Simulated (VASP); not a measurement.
YbCr2Ge2, 5 atoms in the cell. The structure is tetragonal, space group I4/mmm (No. 139). Conventional cell: a = 4.123 Å, b = 4.123 Å, c = 11.384 Å, α = 90.00°, β = 90.00°, γ = 90.00°. Within 3.2 Å of Ge (site symmetry 4mm) lie 1 Ge at 2.45 Å and 4 Cr at 2.62 Å and 4 Yb at 3.16 Å. Within 3.6 Å of Cr (site symmetry -4m2) lie 4 Ge at 2.62 Å and 4 Cr at 2.92 Å and 4 Yb at 3.51 Å. Within 4.2 Å of Yb (site symmetry 4/mmm) lie 8 Ge at 3.16 Å and 8 Cr at 3.51 Å and 4 Yb at 4.12 Å. 

| Quantity | Value |
| --- | --- |
| Program | VASP 6.6.1 |
| Task | single point |
| Functional | PBE |
| Potentials or basis | VASP PAW PBE potentials, release 64 (Ge_d, Cr_pv, Yb) |
| Cutoff | 520 eV |
| k mesh | 5 × 5 × 5 |
| Occupations | fermi-dirac, width 0.1 eV |
| Spin | collinear spin, antiferromagnetic start |
| Starting moments | [0.0, 0.0, -2.2, 2.2, 0.0] μB |
| Hubbard terms | Cr d U = 2.0 eV |
| Dipole correction | no |
| Further INCAR settings | ALGO = Normal; EDIFF = 1e-07; NBANDS = 50 |

Potentials or basis: VASP PAW PBE potentials, release 64 (Ge_d, Cr_pv, Yb).

Run with:

```bash
$ cat potpaw_PBE.64/Ge_d/POTCAR potpaw_PBE.64/Cr_pv/POTCAR potpaw_PBE.64/Yb/POTCAR > POTCAR
$ mpirun -np 1 vasp_std > vasp.out
```

Hardware: 1 thread of Intel(R) Xeon(R) 6975P-C (Granite Rapids), with other jobs on the host.

Question: How long does it take, and how much memory?

Answer: Run time: 5.2 min on 1 thread of Intel(R) Xeon(R) 6975P-C (Granite Rapids) (shared host), peak memory 0.36 GiB. Counts: scf iterations 45, k points 18.
